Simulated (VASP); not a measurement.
# Si2Mo (I4/mmm) in VASP: notebook

Runs on Si2Mo. Level: r2SCAN. Tasks: relaxation of shape and atoms at fixed volume, single point.

Program: VASP 6.6.1. These are calculated values, not measurements. Logs are shortened: lines on timing, memory, paths and dates and some standing lists are left out, and cuts for length are marked.

## (1) The cell of the first run

The structure is tetragonal, space group I4/mmm (No. 139). The conventional cell has a = 3.278 Å, b = 3.278 Å, c = 7.980 Å, α = 90.00°, β = 90.00°, γ = 90.00°. Within 3.5 Å of Si (site symmetry 4mm) lie 9 Si at 2.62 to 3.28 Å and 5 Mo at 2.66 to 2.68 Å. Within 3.5 Å of Mo (site symmetry 4/mmm) lie 10 Si at 2.66 to 2.68 Å and 4 Mo at 3.28 Å.

## (2) Relaxation of shape and atoms at fixed volume, r2SCAN (14.29 Å³/atom)

File POSCAR:

```
Si2Mo
1.0
   -1.6390677715      1.6390677715      3.9902036576
    1.6390677715     -1.6390677715      3.9902036576
    1.6390677715      1.6390677715     -3.9902036576
Si Mo
2 1
Direct
    0.3359424410      0.3359424410      0.0000000000
    0.6640575590      0.6640575590      0.0000000000
    0.0000000000      0.0000000000      0.0000000000
```

File INCAR.step1:

```
PREC = Accurate ; ENCUT = 550
ISMEAR = 0 ; SIGMA = 0.05
LREAL = F ; LASPH = T
NELM = 120 ; GGA = PE
ALGO = Normal ; EDIFF = 1E-5
LWAVE = T ; LCHARG = F
GGA_COMPAT = F ; IBRION = 2
ISIF = 3 ; EDIFFG = -0.005
NELMIN = 4 ; NSW = 100
```

File INCAR.step2:

```
PREC = Accurate ; ENCUT = 550
EDIFF = 1E-7 ; ISMEAR = 0
SIGMA = 0.05 ; LREAL = F
LASPH = T ; NELM = 120
ALGO = Normal ; ISIF = 4
LWAVE = F ; LCHARG = F
METAGGA = R2SCAN ; LMIXTAU = T
IBRION = 2 ; NSW = 60
EDIFFG = -0.01 ; ISTART = 1
GGA_COMPAT = F ; NELMIN = 4
```

File KPOINTS:

```
Automatic mesh
0
Gamma
  14 14 14
```

Potentials or basis: VASP PAW PBE potentials, release 64 (Si, Mo_sv).

The run is started by

```bash
$ cat potpaw_PBE.64/Si/POTCAR potpaw_PBE.64/Mo_sv/POTCAR > POTCAR
$ cp INCAR.step1 INCAR
$ mpirun -np 1 vasp_std > vasp.out
$ cp INCAR.step2 INCAR
$ mpirun -np 1 vasp_std > vasp.out
```

OUTCAR:

```text
PREC = Accurate
   ENCUT = 550
   EDIFF = 1E-7
   ISMEAR = 0
   LREAL = F
   LASPH = T
   NELM = 120
   ISIF = 4
   METAGGA = R2SCAN
   IBRION = 2
   NSW = 60
   EDIFFG = -0.01
   ISTART = 1
   NELMIN = 4

 ion  position               nearest neighbor table
   1  0.336  0.336  0.000-   2 2.62   3 2.66   3 2.66   3 2.66   3 2.66   3 2.68   2 2.69   2 2.69
                             2 2.69   2 2.69
   2  0.664  0.664  0.000-   1 2.62   3 2.66   3 2.66   3 2.66   3 2.66   3 2.68   1 2.69   1 2.69
                             1 2.69   1 2.69
   3  0.000  0.000  0.000-   2 2.66   2 2.66   2 2.66   1 2.66   2 2.66   1 2.66   1 2.66   1 2.66
                             1 2.68   2 2.68

  LATTYP: Found a body centered tetragonal cell.
 ALAT       =     3.2781355430
 C/A-ratio  =     2.4344348214

  Lattice vectors:

 A1 = (  -1.6390677715,   1.6390677715,   3.9902036576)
 A2 = (   1.6390677715,  -1.6390677715,   3.9902036576)
 A3 = (   1.6390677715,   1.6390677715,  -3.9902036576)

Analysis of symmetry for initial positions (statically):
=====================================================================
 Subroutine PRICEL returns:
 Original cell was already a primitive cell.

 Routine SETGRP: Setting up the symmetry group for a
 body centered tetragonal supercell.

 Subroutine GETGRP returns: Found 16 space group operations
 (whereof 16 operations were pure point group operations)
 out of a pool of 16 trial point group operations.

The static configuration has the point symmetry D_4h.

Analysis of symmetry for dynamics (positions and initial velocities):
=====================================================================
 Subroutine PRICEL returns:
 Original cell was already a primitive cell.

 Routine SETGRP: Setting up the symmetry group for a
 body centered tetragonal supercell.

 Subroutine GETGRP returns: Found 16 space group operations
 (whereof 16 operations were pure point group operations)
 out of a pool of 16 trial point group operations.

The dynamic configuration has the point symmetry D_4h.

 Subroutine INISYM returns: Found 16 space group operations
 (whereof 16 operations are pure point group operations),
 and found     1 'primitive' translations

----------------------------------------------------------------------------------------

[... 113 lines left out ...]
     AMIX     =   0.40;   BMIX     =  1.00
     AMIX_MAG =   1.60;   BMIX_MAG =  1.00
  volume/ion in A,a.u.               =      14.29        96.45
  Fermi-wavevector in a.u.,A,eV,Ry     =   1.310588  2.476652 23.369914  1.717640
  Thomas-Fermi vector in A             =   2.441108
   LORBIT       =      0    0 simple, 1 ext, 2 COOP (PROOUT), +10 PAW based schemes
   METAGGA = R2SCAN    functional components
   LHFCALC =     F    Hartree Fock is set to
   AEXX    =    0.0000 exact exchange contribution
   IVDW    =     0    specifies the selected vdW correction
   LEPSILON=     F    determine dielectric tensor
   LRPA    =     F    only Hartree local field effects (RPA)
 conjugate gradient relaxation of ions
 non-spin polarized calculation
 Gauss-broadening in eV      SIGMA  =   0.05
  energy-cutoff  :      550.00
  volume of cell :       42.88
 maximum number of plane-waves:      1275
   NGX = 17   NGY = 17   NGZ = 17

--------------------------------------- Ionic step        1  -------------------------------------------

 number of electron      21.9999999 magnetization

 Free energy of the ion-electron system (eV)
  ---------------------------------------------------
  ext. energy  EPLUGINS =         0.00000000
  ---------------------------------------------------
  free energy    TOTEN  =       -44.90342229 eV

  energy without entropy =      -44.90296920  energy(sigma->0) =      -44.90319574

------------------------ aborting loop because EDIFF is reached ----------------------------------------

  FORCE on cell =-STRESS in cart. coord.  units (eV):
  Direction    XX          YY          ZZ          XY          YZ          ZX
  --------------------------------------------------------------------------------------
  -------------------------------------------------------------------------------------
  Total       -3.2692142     -3.2692142     -3.4869370      0.0000000     -0.0000000      0.0000000
  in kB     -122.1532646   -122.1532646   -130.2884181      0.0000000     -0.0000000      0.0000000
  external PRESSURE =    -124.8649824 kB  Pullay stress =       0.0000000 kB
[... 98 lines left out ...]
--------------------------------------- Ionic step        4  -------------------------------------------

 number of electron      21.9999999 magnetization

 Free energy of the ion-electron system (eV)
  ---------------------------------------------------
  ext. energy  EPLUGINS =         0.00000000
  ---------------------------------------------------
  free energy    TOTEN  =       -44.90387522 eV

  energy without entropy =      -44.90340944  energy(sigma->0) =      -44.90364233

 E-fermi :  11.2884     XC(G=0): -13.0493

 val. band max:       11.2157531301   @ k =  -0.4286   0.5000   0.3571
 cond. band min:      11.2887987344   @ k =   0.0714  -0.0000   0.0000
 fundamental gap:      0.0730456044
 Fermi energy:        11.2883985571

 k-point     1 :       0.0000    0.0000    0.0000
  band No.  band energies     occupation
      1     -51.4064      2.00000
      2     -24.7903      2.00000
      3     -24.7539      2.00000
      4     -24.7539      2.00000
      5      -2.3333      2.00000
      6       4.9424      2.00000
      7       7.8050      2.00000
      8       8.4974      2.00000
      9       8.6843      2.00000
     10       8.6843      2.00000
     11      11.5723      0.00000
     12      14.3529      0.00000
     13      14.6605      0.00000
     14      14.6605      0.00000
[... 401 lines left out ...]
      2     -24.8799      2.00000
      3     -24.7811      2.00000
      4     -24.7779      2.00000
      5      -0.4108      2.00000
      6       3.8025      2.00000
      7       6.2322      2.00000
      8       7.9283      2.00000
      9       8.6729      2.00000
     10       9.1545      2.00000
     11       9.5562      2.00000
     12      13.1620      0.00000
     13      13.5765      0.00000
     14      14.8910      0.00000
     15      16.1264      0.00000

 [... further k-points ...]

------------------------ aborting loop because EDIFF is reached ----------------------------------------

  FORCE on cell =-STRESS in cart. coord.  units (eV):
  Direction    XX          YY          ZZ          XY          YZ          ZX
  --------------------------------------------------------------------------------------
  -------------------------------------------------------------------------------------
  Total       -3.3117202     -3.3117202     -3.3060322      0.0000000      0.0000000      0.0000000
  in kB     -123.7414910   -123.7414910   -123.5289621      0.0000000      0.0000000      0.0000000
  external PRESSURE =    -123.6706480 kB  Pullay stress =       0.0000000 kB
[... 18 lines left out ...]
  FREE ENERGIE OF THE ION-ELECTRON SYSTEM (eV)
  ---------------------------------------------------
  free  energy   TOTEN  =       -44.9038752228 eV

  energy  without entropy=      -44.9034094385  energy(sigma->0) =      -44.90364233

 reached required accuracy - stopping structural energy minimisation
```

It took 24 min on 1 thread of Intel Xeon 6975P-C (Granite Rapids), shared host; peak memory 0.35 GiB.

Results:

```
Free energy               : -44.9039 eV
Energy gained by relaxing : 0.2 meV/atom
Ionic steps               : 4
Pressure after relaxing   : -12.4 GPa
Band gap on the k mesh    : zero (bands 11 and 12 overlap by 0.93 eV)
```

Step by step:
```tsv
step	energy change (eV)	largest force (eV/Å)	pressure (GPa)	volume (Å³)
1	0.0000	0.0731	-12.49	42.88
2	-0.0004	0.0070	-12.35	42.88
3	-0.0004	0.0204	-12.38	42.88
4	-0.0005	0.0019	-12.37	42.88
```

Final structure:
```cif
data_structure
_symmetry_space_group_name_H-M 'P 1'
_symmetry_Int_Tables_number 1
_cell_length_a 4.6106
_cell_length_b 4.6106
_cell_length_c 4.6106
_cell_angle_alpha 138.321
_cell_angle_beta 138.321
_cell_angle_gamma 60.412
_cell_volume 42.88
loop_
_atom_site_label
_atom_site_type_symbol
_atom_site_fract_x
_atom_site_fract_y
_atom_site_fract_z
_atom_site_occupancy
Si1 Si 0.33645 0.33645 0.00000 1
Si2 Si 0.66355 0.66355 0.00000 1
Mo1 Mo 0.00000 0.00000 0.00000 1
```

Caveat: the PAW data sets were made with another functional, which shifts forces and pressure a little.

## (3) Relaxation of shape and atoms at fixed volume, r2SCAN (13.09 Å³/atom)

This run uses another cell than the first one, of 13.09 Å³/atom.

File POSCAR:

```
Si2Mo
1.0
   -1.5902991385      1.5902991385      3.8821609341
    1.5902991385     -1.5902991385      3.8821609341
    1.5902991385      1.5902991385     -3.8821609341
Si Mo
2 1
Direct
    0.3352808695      0.3352808695      0.0000000000
    0.6647191305      0.6647191305      0.0000000000
    0.0000000000      0.0000000000      0.0000000000
```

File INCAR.step1:

```
ALGO = Normal ; EDIFF = 1E-5
EDIFFG = -0.005 ; ENCUT = 550
GGA = PE ; GGA_COMPAT = F
IBRION = 2 ; ISIF = 3
ISMEAR = 0 ; LASPH = T
LCHARG = F ; LREAL = F
LWAVE = T ; NELM = 120
NELMIN = 4 ; NSW = 100
PREC = Accurate ; SIGMA = 0.05
```

File INCAR.step2:

```
ALGO = Normal ; EDIFF = 1E-7
EDIFFG = -0.01 ; ENCUT = 550
GGA_COMPAT = F ; IBRION = 2
ISIF = 4 ; ISMEAR = 0
ISTART = 1 ; LASPH = T
LCHARG = F ; LMIXTAU = T
LREAL = F ; LWAVE = F
METAGGA = R2SCAN ; NELM = 120
NELMIN = 4 ; NSW = 60
PREC = Accurate ; SIGMA = 0.05
```

File KPOINTS:

```
k-points
0
Gamma
  14 14 14
```

Potentials or basis: VASP PAW PBE potentials, release 64 (Si, Mo_sv).

The run is started by

```bash
$ cat potpaw_PBE.64/Si/POTCAR potpaw_PBE.64/Mo_sv/POTCAR > POTCAR
$ cp INCAR.step1 INCAR
$ mpirun -np 1 vasp_std > vasp.out
$ cp INCAR.step2 INCAR
$ mpirun -np 1 vasp_std > vasp.out
```

OUTCAR:

```text
EDIFF = 1E-7
   EDIFFG = -0.01
   ENCUT = 550
   IBRION = 2
   ISIF = 4
   ISMEAR = 0
   ISTART = 1
   LASPH = T
   LREAL = F
   METAGGA = R2SCAN
   NELM = 120
   NELMIN = 4
   NSW = 60
   PREC = Accurate

 ion  position               nearest neighbor table
   1  0.335  0.335  0.000-   2 2.56   3 2.59   3 2.59   3 2.59   3 2.59   3 2.60   2 2.61   2 2.61
                             2 2.61   2 2.61
   2  0.665  0.665  0.000-   1 2.56   3 2.59   3 2.59   3 2.59   3 2.59   3 2.60   1 2.61   1 2.61
                             1 2.61   1 2.61
   3  0.000  0.000  0.000-   1 2.59   2 2.59   2 2.59   2 2.59   2 2.59   1 2.59   1 2.59   1 2.59
                             1 2.60   2 2.60

  LATTYP: Found a body centered tetragonal cell.
 ALAT       =     3.1805982770
 C/A-ratio  =     2.4411513785

  Lattice vectors:

 A1 = (  -1.5902991385,   1.5902991385,   3.8821609341)
 A2 = (   1.5902991385,  -1.5902991385,   3.8821609341)
 A3 = (   1.5902991385,   1.5902991385,  -3.8821609341)

Analysis of symmetry for initial positions (statically):
=====================================================================
 Subroutine PRICEL returns:
 Original cell was already a primitive cell.

 Routine SETGRP: Setting up the symmetry group for a
 body centered tetragonal supercell.

 Subroutine GETGRP returns: Found 16 space group operations
 (whereof 16 operations were pure point group operations)
 out of a pool of 16 trial point group operations.

The static configuration has the point symmetry D_4h.

Analysis of symmetry for dynamics (positions and initial velocities):
=====================================================================
 Subroutine PRICEL returns:
 Original cell was already a primitive cell.

 Routine SETGRP: Setting up the symmetry group for a
 body centered tetragonal supercell.

 Subroutine GETGRP returns: Found 16 space group operations
 (whereof 16 operations were pure point group operations)
 out of a pool of 16 trial point group operations.

[... 144 lines left out ...]

 Free energy of the ion-electron system (eV)
  ---------------------------------------------------
  ext. energy  EPLUGINS =         0.00000000
  ---------------------------------------------------
  free energy    TOTEN  =       -45.00176799 eV

  energy without entropy =      -45.00132482  energy(sigma->0) =      -45.00154641

------------------------ aborting loop because EDIFF is reached ----------------------------------------

  FORCE on cell =-STRESS in cart. coord.  units (eV):
  Direction    XX          YY          ZZ          XY          YZ          ZX
  --------------------------------------------------------------------------------------
  -------------------------------------------------------------------------------------
  Total        1.1921902      1.1921902      1.3898584      0.0000000      0.0000000      0.0000000
  in kB       48.6367942     48.6367942     56.7009034      0.0000000      0.0000000      0.0000000
  external PRESSURE =      51.3248306 kB  Pullay stress =       0.0000000 kB
[... 98 lines left out ...]
--------------------------------------- Ionic step        4  -------------------------------------------

 number of electron      22.0000000 magnetization

 Free energy of the ion-electron system (eV)
  ---------------------------------------------------
  ext. energy  EPLUGINS =         0.00000000
  ---------------------------------------------------
  free energy    TOTEN  =       -45.00205704 eV

  energy without entropy =      -45.00162968  energy(sigma->0) =      -45.00184336

 E-fermi :  12.6579     XC(G=0): -13.5134

 val. band max:       12.6559331920   @ k =  -0.4286  -0.4286   0.4286
 cond. band min:      12.6695254012   @ k =   0.0714  -0.0000   0.0000
 fundamental gap:      0.0135922093
 Fermi energy:        12.6578684825

 k-point     1 :       0.0000    0.0000    0.0000
  band No.  band energies     occupation
      1     -49.9775      2.00000
      2     -23.4368      2.00000
      3     -23.3319      2.00000
      4     -23.3319      2.00000
      5      -1.7563      2.00000
      6       5.7034      2.00000
      7       9.1598      2.00000
      8       9.3946      2.00000
      9       9.7395      2.00000
     10       9.7395      2.00000
     11      12.9820      0.00000
     12      15.9141      0.00000
     13      16.2177      0.00000
     14      16.3734      0.00000
[... 401 lines left out ...]
      2     -23.5127      2.00000
      3     -23.4197      2.00000
      4     -23.3699      2.00000
      5       0.3080      2.00000
      6       4.7725      2.00000
      7       7.0895      2.00000
      8       8.9576      2.00000
      9       9.8074      2.00000
     10      10.1848      2.00000
     11      10.7017      2.00000
     12      14.7001      0.00000
     13      15.2490      0.00000
     14      16.5918      0.00000
     15      17.8932      0.00000

 [... further k-points ...]

------------------------ aborting loop because EDIFF is reached ----------------------------------------

  FORCE on cell =-STRESS in cart. coord.  units (eV):
  Direction    XX          YY          ZZ          XY          YZ          ZX
  --------------------------------------------------------------------------------------
  -------------------------------------------------------------------------------------
  Total        1.2305504      1.2305504      1.2375723      0.0000000      0.0000000      0.0000000
  in kB       50.2017459     50.2017459     50.4882134      0.0000000      0.0000000      0.0000000
  external PRESSURE =      50.2972351 kB  Pullay stress =       0.0000000 kB
[... 18 lines left out ...]
  FREE ENERGIE OF THE ION-ELECTRON SYSTEM (eV)
  ---------------------------------------------------
  free  energy   TOTEN  =       -45.0020570355 eV

  energy  without entropy=      -45.0016296820  energy(sigma->0) =      -45.00184336

 reached required accuracy - stopping structural energy minimisation
```

OUTCAR.step1:

```text
EDIFF = 1E-5
   EDIFFG = -0.005
   ENCUT = 550
   GGA = PE
   IBRION = 2
   ISIF = 3
   ISMEAR = 0
   LASPH = T
   LREAL = F
   NELM = 120
[... 914 lines left out ...]
  -------------------------------------------------------------------------------------
  Total       -0.0061709     -0.0061709      0.0072018      0.0000000     -0.0000000      0.0000000
  in kB       -0.2424558     -0.2424558      0.2829613      0.0000000     -0.0000000      0.0000000
  external PRESSURE =      -0.0673167 kB  Pullay stress =       0.0000000 kB
[... 18 lines left out ...]
  FREE ENERGIE OF THE ION-ELECTRON SYSTEM (eV)
  ---------------------------------------------------
  free  energy   TOTEN  =       -23.2606290390 eV

  energy  without entropy=      -23.2601032046  energy(sigma->0) =      -23.26036612

 reached required accuracy - stopping structural energy minimisation
```

Run time: 47 min. Hardware: 1 thread of Intel Xeon Platinum 8259CL at 2.50GHz (Skylake/Cascade Lake), shared host; peak memory 0.34 GiB.

What came out:

| Property | Result |
| --- | --- |
| Free energy | -45.0021 eV |
| Energy gained by relaxing | 0.1 meV/atom |
| Ionic steps | 4 |
| Pressure after relaxing | 5.0 GPa |
| Band gap on the k mesh | zero (bands 11 and 12 overlap by 1.05 eV) |

Forces on the atoms (eV/Å):
```
Si   0.000  0.000  0.002
Si   0.000  0.000 -0.002
Mo   0.000  0.000  0.000
```

The path:
| step | energy change (eV) | largest force (eV/Å) | pressure (GPa) | volume (Å³) |
| --- | --- | --- | --- | --- |
| 1 | 0.0000 | 0.0614 | 5.13 | 39.27 |
| 2 | -0.0002 | 0.0037 | 4.99 | 39.27 |
| 3 | -0.0003 | 0.0159 | 5.04 | 39.27 |
| 4 | -0.0003 | 0.0022 | 5.03 | 39.27 |

Final structure:
```
Si Mo
1.0
    -1.58939    1.58939    3.88660
     1.58939   -1.58939    3.88660
     1.58939    1.58939   -3.88660
Si Mo
2 1
Direct
  0.33490 0.33490 0.00000
  0.66510 0.66510 0.00000
  0.00000 0.00000 0.00000
```

Caveat: the PAW data sets were made with another functional, which shifts forces and pressure a little.

(Continued in part 2 of 3.)

The gap in the log of VASP goes by the Fermi energy; the results here count the filled bands.